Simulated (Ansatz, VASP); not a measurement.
One calculation of Ta, two programs

```
Ta
1.0
    -1.66134    1.66134    1.66134
     1.66134   -1.66134    1.66134
     1.66134    1.66134   -1.66134
Ta
1
Direct
  0.00000 0.00000 0.00000
```

Alike in both runs: functional PBE; k mesh 7 × 7 × 7; no spin polarisation.

Ansatz relaxed the structure, and its values are those at the end. VASP's run is a single point on that final structure, the one shown.

|  | VASP | Ansatz |
| --- | --- | --- |
| version | VASP 6.6.1 | Ansatz 0.2.0 |
| potentials or method | VASP PAW PBE potentials, release 64 (Ta_pv), cutoff 500 eV | PAW plane waves |
| occupations | methfessel-paxton of order 1, width 0.2128 eV | cold, width 0.2128 eV |
| valence electrons in the cell | 11 | 13 |

```csv
,VASP,Ansatz,Ansatz less VASP
gap on the k mesh at the Fermi level (eV),none,none,-
pressure (GPa),0.0,0.0,+0.01
```

A gap of «none» marks a metal or a gap that the smearing closes. VASP's potentials hold 11 valence electrons a cell and Ansatz's 13, so a difference there can come from the potentials and not from the codes.

The k mesh is coarse, so the values compare programs but aren't converged. Spin-orbit coupling is off throughout.
